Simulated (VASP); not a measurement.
A run of VASP 6.6.1 is set up as follows.

INCAR

```
SYSTEM = AgCl
ALGO = Normal ; EDIFF = 1E-7
ENCUT = 520 ; GGA = PE
ISIF = 2 ; ISMEAR = -1
LASPH = .TRUE. ; LCHARG = .FALSE.
LREAL = .FALSE. ; LWAVE = .FALSE.
NBANDS = 26 ; NELM = 80
PREC = Accurate ; SIGMA = 0.03
```

KPOINTS

```
k-points
0
G
  9 9 8
  0 0 0
```

Contents of POSCAR:

```
AgCl
1.0
    1.7875607745     -5.5285315903     -0.0552852830
    1.9542586315      5.5846588813      0.1114125741
    0.0588605602      0.0588605602      3.9240373500
Ag Cl
2 2
Direct
    0.3965554000      0.6034446000      0.7500000000
    0.6034446000      0.3965554000      0.2500000000
    0.8654487300      0.1345512700      0.2500000000
    0.1345512700      0.8654487300      0.7500000000
```

Potentials or basis: VASP PAW PBE potentials, release 64 (Ag, Cl).

Command:

```bash
$ cat potpaw_PBE.64/Ag/POTCAR potpaw_PBE.64/Cl/POTCAR > POTCAR
$ mpirun -np 1 vasp_std > vasp.out
```

Problem. Predict the pressure.

Solution. 1.7 GPa.

Problem. Estimate the largest force.

Solution. 0.042 eV/Å.

Stress tensor (GPa, compression positive):
```
 1.59  0.00 -0.15
 0.00  1.76 -0.50
-0.15 -0.50  1.61
```

Caveat: the cell differs from its parent crystal (equal xy, yz and zx shear strains of +3 %).
